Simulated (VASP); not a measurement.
# Si5N (F-43m) in VASP: further runs, part 2 of 2

VASP 6.6.1.

### 3 Relaxation of cell and atoms, PBE

This run uses another cell than the first one, of 14.22 Å³/atom, 0.850 times its volume.

File INCAR:

```
SYSTEM = Si5N
ALGO = Normal
EDIFF = 1E-7
EDIFFG = -0.01
ENCUT = 600
GGA = PE
IBRION = 2
ISIF = 3
ISMEAR = 0
LASPH = .TRUE.
LCHARG = .FALSE.
LREAL = .FALSE.
LWAVE = .FALSE.
NELM = 100
NSW = 100
PREC = Accurate
SIGMA = 0.1
```

File KPOINTS:

```
k-points
0
G
  10 10 10
  0 0 0
```

File POSCAR:

```
Si5N
1.0
    0.0000000000      3.4938084718      3.4938084718
    3.4938084718      0.0000000000      3.4938084718
    3.4938084718      3.4938084718      0.0000000000
Si N
5 1
Direct
    0.8757204258      0.3728387225      0.8757204258
    0.8757204258      0.8757204258      0.8757204258
    0.3728387225      0.8757204258      0.8757204258
    0.8757204258      0.8757204258      0.3728387225
    0.5000000000      0.5000000000      0.5000000000
    0.2500000000      0.2500000000      0.2500000000
```

Potentials or basis: VASP PAW PBE potentials, release 64 (Si, N).

Run with:

```bash
cat potpaw_PBE.64/Si/POTCAR potpaw_PBE.64/N/POTCAR > POTCAR
mpirun -np 1 vasp_std > vasp.out
```

OUTCAR:

```text
SYSTEM = Si5N
   EDIFF = 1E-7
   EDIFFG = -0.01
   ENCUT = 600
   GGA = PE
   IBRION = 2
   ISIF = 3
   ISMEAR = 0
   LASPH = .TRUE.
   LREAL = .FALSE.
   NELM = 100
   NSW = 100
   PREC = Accurate

 ion  position               nearest neighbor table
   1  0.876  0.373  0.876-   2 2.46   3 2.46   4 2.46   4 2.48   2 2.48   3 2.48   5 2.90   5 2.90
                             5 2.90
   2  0.876  0.876  0.876-   1 2.46   3 2.46   4 2.46   4 2.48   1 2.48   3 2.48   5 2.90   5 2.90
                             5 2.90
   3  0.373  0.876  0.876-   1 2.46   2 2.46   4 2.46   2 2.48   4 2.48   1 2.48   5 2.90   5 2.90
                             5 2.90
   4  0.876  0.876  0.373-   1 2.46   2 2.46   3 2.46   2 2.48   1 2.48   3 2.48   5 2.90   5 2.90
                             5 2.90
   5  0.500  0.500  0.500-   1 2.90   3 2.90   4 2.90   2 2.90   2 2.90   2 2.90   1 2.90   3 2.90
                             1 2.90   3 2.90   4 2.90   4 2.90
   6  0.250  0.250  0.250-

  LATTYP: Found a face centered cubic cell.
 ALAT       =     6.9876169436

  Lattice vectors:

 A1 = (   0.0000000000,   3.4938084718,   3.4938084718)
[... 243 lines left out ...]
 k-point     1 :       0.0000    0.0000    0.0000
  band No.  band energies     occupation
      1      -6.1944      2.00000
      2      -2.7902      2.00000
      3       0.9550      2.00000
      4       3.2934      2.00000
      5       3.4459      2.00000
      6       3.4459      2.00000
[... 433 lines left out ...]
      3      -1.6260      2.00000
      4       0.0665      2.00000
      5       1.0858      2.00000
      6       1.6102      2.00000
[... 8 lines left out ...]
     15       8.9711      0.00000
     16      10.1731      0.00000

 [... further k-points ...]

------------------------ aborting loop because EDIFF is reached ----------------------------------------

  FORCE on cell =-STRESS in cart. coord.  units (eV):
  Direction    XX          YY          ZZ          XY          YZ          ZX
  --------------------------------------------------------------------------------------
  -------------------------------------------------------------------------------------
  Total       -0.0257090     -0.0257090     -0.0257090     -0.0000000     -0.0000000     -0.0000000
  in kB       -0.4814723     -0.4814723     -0.4814723     -0.0000000     -0.0000000     -0.0000000
  external PRESSURE =      -0.4814723 kB  Pullay stress =       0.0000000 kB

 VOLUME and BASIS-vectors are now :
 -----------------------------------------------------------------------------
  energy-cutoff  :      600.00
  volume of cell :       85.55
      direct lattice vectors                 reciprocal lattice vectors
    -0.000000000  3.497290169  3.497290169    -0.142967834  0.142967834  0.142967834
     3.497290169  0.000000000  3.497290169     0.142967834 -0.142967834  0.142967834
     3.497290169  3.497290169  0.000000000     0.142967834  0.142967834 -0.142967834

 POSITION                                       TOTAL-FORCE (eV/Angst)
 -----------------------------------------------------------------------------------
      4.36684      6.12503      4.36684        -0.002254      0.002254     -0.002254
      6.12503      6.12503      6.12503         0.002254      0.002254      0.002254
      6.12503      4.36684      4.36684         0.002254     -0.002254     -0.002254
      4.36684      4.36684      6.12503        -0.002254     -0.002254      0.002254
      3.49729      3.49729      3.49729        -0.000000      0.000000     -0.000000
      1.74865      1.74865      1.74865        -0.000000      0.000000     -0.000000
 -----------------------------------------------------------------------------------
    total drift:                                0.000000      0.000000      0.000000

  FREE ENERGIE OF THE ION-ELECTRON SYSTEM (eV)
  ---------------------------------------------------
  free  energy   TOTEN  =       -28.2022498316 eV

  energy  without entropy=      -28.1879097190  energy(sigma->0) =      -28.19507978

 reached required accuracy - stopping structural energy minimisation
```

OSZICAR:

```text
N       E                     dE             d eps       ncg     rms          rms(c)
DAV:   1     0.711252285818E+02    0.71125E+02   -0.11539E+04  1504   0.148E+03
DAV:   2    -0.231966677106E+02   -0.94322E+02   -0.93077E+02  2016   0.202E+02
DAV:   3    -0.290874523021E+02   -0.58908E+01   -0.57270E+01  2096   0.490E+01
[... 18 lines left out ...]
DAV:   5    -0.282022515687E+02    0.22333E-05   -0.91641E-06  2160   0.212E-02    0.620E-03
DAV:   6    -0.282022504094E+02    0.11593E-05   -0.10844E-06  1792   0.638E-03    0.316E-03
DAV:   7    -0.282022499665E+02    0.44288E-06   -0.69726E-08  1024   0.195E-03    0.994E-04
DAV:   8    -0.282022498235E+02    0.14301E-06   -0.92956E-09   848   0.783E-04    0.231E-04
DAV:   9    -0.282022498316E+02   -0.81093E-08   -0.19961E-09   800   0.364E-04
   2 F= -.28202250E+02 E0= -.28195080E+02  d E =-.146261E-03
```

Run time: 2.6 min. Hardware: 1 thread of Intel Xeon 6975P-C, shared host; peak memory 0.27 GiB.

Results:

```yaml
Free_energy: -28.2022 eV
Relaxed_volume: 14.26 Å³/atom
Relaxed_cell: a = 4.946 Å, b = 4.946 Å, c = 4.946 Å, α = 60.00°, β = 60.00°, γ = 60.00°
Space_group_after_relaxing_to_0.05_Å: F-43m (No. 216)
Energy_gained_by_relaxing: 0.0 meV/atom
Ionic_steps: 2
Pressure_after_relaxing: 0.0 GPa
Largest_force_after_relaxing: 0.004 eV/Å
```

Forces on the atoms (eV/Å):
```
Si  -0.002  0.002 -0.002
Si   0.002  0.002  0.002
Si   0.002 -0.002 -0.002
Si  -0.002 -0.002  0.002
Si   0.000  0.000  0.000
N    0.000  0.000  0.000
```

Step by step:
| step | energy change (eV) | largest force (eV/Å) | pressure (GPa) | volume (Å³) |
| --- | --- | --- | --- | --- |
| 1 | 0.0000 | 0.0094 | 0.23 | 85.30 |
| 2 | -0.0001 | 0.0039 | -0.05 | 85.55 |

Final structure:
```
Si N
1.0
     0.00000    3.49729    3.49729
     3.49729    0.00000    3.49729
     3.49729    3.49729    0.00000
Si N
5 1
Direct
  0.87568 0.37295 0.87568
  0.87568 0.87568 0.87568
  0.37295 0.87568 0.87568
  0.87568 0.87568 0.37295
  0.50000 0.50000 0.50000
  0.25000 0.25000 0.25000
```
